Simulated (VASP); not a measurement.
The system is CaO.

```
Ca O
1.0
     0.00000    2.40650    2.40650
     2.40650    0.00000    2.40650
     2.40650    2.40650    0.00000
Ca O
1 1
Direct
  0.00000 0.00000 0.00000
  0.50000 0.50000 0.50000
```

| Property | Result |
| --- | --- |
| Program | VASP 6.6.1 |
| Task | relaxation of volume and atoms at fixed shape |
| Functional | PBEsol |
| Potentials or basis | VASP PAW PBE potentials, release 64 (Ca_sv, O) |
| Cutoff | 600 eV |
| k mesh | 8 × 8 × 8 |
| Occupations | gaussian, width 0.01 eV |
| Spin | no spin polarisation |

At the start: pressure -2.6 GPa; volume 13.94 Å³/atom.

Where does the relaxation end?

Over 3 steps the energy falls by 2.8 meV/atom and the volume is 13.61 Å³/atom (-2.4 %); space group Fm-3m (No. 225, to 0.1 Å) before and after.

Step by step:
```
step  energy change (eV)  largest force (eV/Å)  pressure (GPa)  volume (Å³)
   1              0.0000                0.0000           -2.62        27.87
   2             -0.0047                0.0000            1.08        26.96
   3             -0.0055                0.0000            0.00        27.21
```

Final structure:
```
Ca O
1.0
     0.00000    2.38735    2.38735
     2.38735    0.00000    2.38735
     2.38735    2.38735    0.00000
Ca O
1 1
Direct
  0.00000 0.00000 0.00000
  0.50000 0.50000 0.50000
```

Caveat: the PAW data sets were made with another functional, which shifts forces and pressure a little.
